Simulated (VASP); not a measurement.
Write the native input for VASP 6.6.1 that does the following.

```
Task                   : single point
Functional             : PBE
Dispersion             : D3(BJ)
Potentials or basis    : VASP PAW PBE potentials, release 64 (C, F)
Cutoff                 : 520 eV
k mesh                 : 12 × 12 × 1
Occupations            : gaussian, width 0.05 eV
Spin                   : collinear spin, ferromagnetic start
Starting moments       : [0.0, 0.0, 0.0, 0.0, 0.0, 0.0, 1.0] μB
Dipole correction      : yes
Further INCAR settings : ALGO = Normal; EDIFF = 1e-06; NBANDS = 28
```

The structure of C6F lies in POSCAR:

```
C6F
1.0
    2.4649373947      0.0000000000      0.0000000000
    1.2324826697      2.1346903356      0.0000000000
    0.0000000000      0.0000000000     25.7486608086
C F
6 1
Direct
    0.1656238016      0.1656238016      0.3301142558
    0.4989565373      0.4989565373      0.3301441471
    0.4979139711      0.4979139711      0.4611480831
    0.8312467067      0.8312467067      0.4611779744
    0.8302041406      0.8302041406      0.5921819104
    0.1635368762      0.1635368762      0.5922118017
    0.1635368762      0.1635368762      0.7008791268
```

These files were run (other wordings do the same):

INCAR

```
SYSTEM = C6F
ALGO     = Normal         ! electronic algorithm
DIPOL    = 0.5 0.5 0.495
EDIFF    = 1E-6           ! SCF threshold, eV
ENCUT    = 520            ! plane-wave cutoff, eV
GGA      = PE             ! functional
IDIPOL   = 3            
ISIF     = 2              ! what is computed and relaxed
ISMEAR   = 0              ! smearing method
ISPIN    = 2              ! spin polarisation
IVDW     = 12             ! dispersion correction
LASPH    = .True.         ! aspherical terms in the spheres
LCHARG   = .True.         ! write CHGCAR
LDIPOL   = .True.       
LELF     = .True.         ! ELF
LORBIT   = 11             ! projections on sites
LREAL    = .False.        ! projectors in reciprocal space
LVACPOTAV= .True.       
LVHAR    = .True.       
LWAVE    = .False.        ! write WAVECAR
MAGMOM   = 0 0 0 0 0 0 1  ! initial moments
NBANDS   = 28             ! bands
NELM     = 150            ! most SCF steps
PREC     = Accurate       ! precision mode
SIGMA    = 0.05           ! smearing width, eV
```

KPOINTS

```
k-points
0
Gamma
  12 12 1
  0 0 0
```

Potentials or basis: VASP PAW PBE potentials, release 64 (C, F).

Command:

```console
$ cat potpaw_PBE.64/C/POTCAR potpaw_PBE.64/F/POTCAR > POTCAR
$ mpirun -np 1 vasp_std > vasp.out
```

Results of the run:

```
Largest force                                         : 0.045 eV/Å
Net moment                                            : 0.95 μB per cell
Site moments                                          : C +0.00, -0.00, +0.02, +0.01; F +0.81 μB
Valence electrons inside the program's atomic spheres : C 2.65, 2.64; F 5.79
Dispersion energy per atom                            : -0.124 eV
```

Run time: 7.4 min on 1 thread of Intel(R) Xeon(R) Platinum 8488C (Sapphire Rapids) (shared host), peak memory 0.43 GiB.
